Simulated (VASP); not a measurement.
Wanted: the native input for a VASP 6.6.1 run.

| Quantity | Value |
| --- | --- |
| Task | relaxation of cell and atoms |
| Functional | PBE |
| Potentials or basis | VASP PAW PBE potentials, release 64 (Nb_sv, Sn_d) |
| Cutoff | 590 eV |
| k mesh | 4 × 4 × 4 |
| Occupations | gaussian, width 0.1 eV |
| Spin | no spin polarisation |
| Dipole correction | no |
| Second try | not_converged |
| Further INCAR settings | ALGO = All; EDIFF = 1e-07; IBRION = 2; EDIFFG = -0.04; NSW = 90; ISIF = 3 |

The structure of Nb3Sn lies in POSCAR:

```
Nb3Sn
1.0
    4.1778318120      0.0000000000      0.0000000000
    0.0000000000      4.1778318120      0.0000000000
    0.0000000000      0.0000000000      4.1778318120
Nb Sn
3 1
Direct
    0.0000000000      0.5000000000      0.5000000000
    0.5000000000      0.0000000000      0.5000000000
    0.5000000000      0.5000000000      0.0000000000
    0.0000000000      0.0000000000      0.0000000000
```

These files were run (other wordings do the same):

INCAR

```
  ALGO = All
  EDIFF = 1E-7
  EDIFFG = -0.04
  ENCUT = 590
  GGA = PE
  GGA_COMPAT = F
  IBRION = 2
  ISEARCH = 1
  ISIF = 3
  ISMEAR = 0
  KPAR = 4
  LASPH = T
  LCHARG = F
  LREAL = F
  LWAVE = F
  NELM = 300
  NELMIN = 4
  NSW = 90
  PREC = Accurate
  SIGMA = 0.1
```

KPOINTS

```
k-points
0
Gamma
  4 4 4
```

Potentials or basis: VASP PAW PBE potentials, release 64 (Nb_sv, Sn_d).

Run with:

```bash
$ cat potpaw_PBE.64/Nb_sv/POTCAR potpaw_PBE.64/Sn_d/POTCAR > POTCAR
$ mpirun -np 4 vasp_std > vasp.out
```

Results of the run:

| Quantity | Value |
| --- | --- |
| Relaxed volume | 18.91 Å³/atom |
| Relaxed cell | a = 4.229 Å, b = 4.229 Å, c = 4.229 Å, α = 90.00°, β = 90.00°, γ = 90.00° |
| Space group after relaxing (to 0.1 Å) | Pm-3m (No. 221) |
| Energy gained by relaxing | 12.4 meV/atom |
| Ionic steps | 3 |
| Pressure after relaxing | -0.1 GPa |
| Band gap on the k mesh | zero (an odd number of electrons rules out a gap without spin polarisation) |

Caveat: the k points lie up to 0.37 Å⁻¹ apart in the final cell, too coarse for converged energies and pressures of a metal; spin-orbit coupling is left out, which moves the levels of the heavy elements.

It took 110 s on 4 MPI ranks on Intel(R) Xeon(R) Platinum 8488C (Sapphire Rapids) (shared host), peak memory 0.23 GiB a rank.
